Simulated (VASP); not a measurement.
A run of VASP 6.6.1 is set up as follows.

Contents of INCAR:

```
ALGO     = Normal         # electronic algorithm
EDIFF    = 1E-8           # SCF threshold, eV
ENCUT    = 520            # plane-wave cutoff, eV
GGA      = CA             # functional
ISIF     = 2              # what is computed and relaxed
ISMEAR   = -1             # smearing method
ISYM     = 0            
LASPH    = True           # aspherical terms in the spheres
LCHARG   = False          # write CHGCAR
LEFG     = True         
LREAL    = False          # projectors in reciprocal space
LWAVE    = False          # write WAVECAR
NBANDS   = 18             # bands
NELM     = 60             # most SCF steps
PREC     = Accurate       # precision mode
SIGMA    = 0.05           # smearing width, eV
```

File KPOINTS:

```
k-points
0
Gamma
  11 11 14
```

The input POSCAR:

```
Si2W
1.0
   -1.6060000000      1.6060000000      3.9400000000
    1.6060000000     -1.6060000000      3.9400000000
    1.6060000000      1.6060000000     -3.9400000000
Si W
2 1
Direct
    0.3330000000      0.3330000000      0.0000000000
    0.6670000000      0.6670000000      0.0000000000
    0.0000000000      0.0000000000      0.0000000000
```

Potentials or basis: VASP PAW LDA potentials, release 64 (Si, W_sv).

Launch:

```bash
$ cat potpaw_LDA.64/Si/POTCAR potpaw_LDA.64/W_sv/POTCAR > POTCAR
$ mpirun -np 1 vasp_std > vasp.out
```

Q: What does it give for the band gap on the k mesh?

A: Zero (bands 11 and 12 overlap by 1.25 eV).

Q: What does it give for the largest force?

A: 0.316 eV/Å.

Stress tensor (GPa, compression positive):
```
-5.50  0.05  0.00
 0.05 -5.50  0.00
 0.00  0.00 -8.60
```

Caveat: the cell stands under tension; without QUAD_EFG the Cq values of the log hold for a quadrupole moment of 1 mb, not for the nuclei; spin-orbit coupling is left out, which moves the levels of the heavy elements.
